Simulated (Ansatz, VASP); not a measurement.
## Ge4P3Ru in VASP and in Ansatz

Contents of INCAR:

```
SYSTEM = Ge4P3Ru
PREC = Accurate
ENCUT = 600
EDIFF = 1E-6
ISMEAR = 0
SIGMA = 0.1
LREAL = .FALSE.
LASPH = .TRUE.
NELM = 60
ALGO = Normal
ISIF = 3
LWAVE = .FALSE.
LCHARG = .FALSE.
GGA = PE
IBRION = 2
NSW = 90
EDIFFG = -0.04
```

KPOINTS

```
regular mesh
0
G
  4 4 4
  0 0 0
```

Contents of POSCAR:

```
Ge4P3Ru
1.0
    5.2334874500      0.0000000000      0.0000000000
    0.0000000000      5.2334874500      0.0000000000
    0.0000000000      0.0000000000      5.2334874500
Ge P Ru
4 3 1
Direct
    0.5000000000      0.0000000000      0.0000000000
    0.5000000000      0.5000000000      0.5000000000
    0.0000000000      0.0000000000      0.5000000000
    0.0000000000      0.5000000000      0.0000000000
    0.0000000000      0.5000000000      0.5000000000
    0.5000000000      0.5000000000      0.0000000000
    0.5000000000      0.0000000000      0.5000000000
    0.0000000000      0.0000000000      0.0000000000
```

Input for Ansatz:

```yaml
crystal:
  lattice:
    - [5.23348745, 0.0, 0.0]
    - [0.0, 5.23348745, 0.0]
    - [0.0, 0.0, 5.23348745]
  atoms:
    - { symbol: Ge, position: [0.5, 0.0, 0.0] }
    - { symbol: Ge, position: [0.5, 0.5, 0.5] }
    - { symbol: Ge, position: [0.0, 0.0, 0.5] }
    - { symbol: Ge, position: [0.0, 0.5, 0.0] }
    - { symbol: P, position: [0.0, 0.5, 0.5] }
    - { symbol: P, position: [0.5, 0.5, 0.0] }
    - { symbol: P, position: [0.5, 0.0, 0.5] }
    - { symbol: Ru, position: [0.0, 0.0, 0.0] }
basis:
  ecutwfc: 420
kpoints:
  mp_grid: { grid: [4, 4, 4] }
hamiltonian:
  xc: pbe
scf:
  occupations: { method: gaussian, width: 0.1 }
  lower_state_search: "off"
output:
  forces: true
  stress: true
  eigenvalues: true
relax:
  adjacent_minimum: "off"
  f_tol: 0.04
  max_steps: 70
  cell: { stress_tol: 0.4 }
```

Change from the starting cell: species swapped into the Zr4BN3 type (Pm-3m, No. 221).

Alike in both runs: task relaxation of cell and atoms; functional PBE; k mesh 4 × 4 × 4; occupations gaussian, width 0.1 eV; no spin polarisation.

|  | VASP | Ansatz |
| --- | --- | --- |
| version | VASP 6.6.1 | Ansatz 0.2.0 |
| potentials or method | VASP PAW PBE potentials, release 64 (Ge_d, P, Ru_pv), cutoff 600 eV | scalar-relativistic, plane waves, PAW |
| valence electrons in the cell | 85 | 87 |

```csv
,VASP,Ansatz,Ansatz less VASP
"gap on the k mesh at the Fermi level, each at its own relaxed structure (eV)",none,none,-
relaxed volume (Å³/atom),17.12,17.12,+0.005
relaxed length of the cell vector where the two differ most in proportion (Å),5.155,5.155,+0.0005
```

A gap of «none» marks a metal or a gap that the smearing closes. VASP's potentials hold 85 valence electrons a cell and Ansatz's 87, so a difference there can come from the potentials and not from the codes.
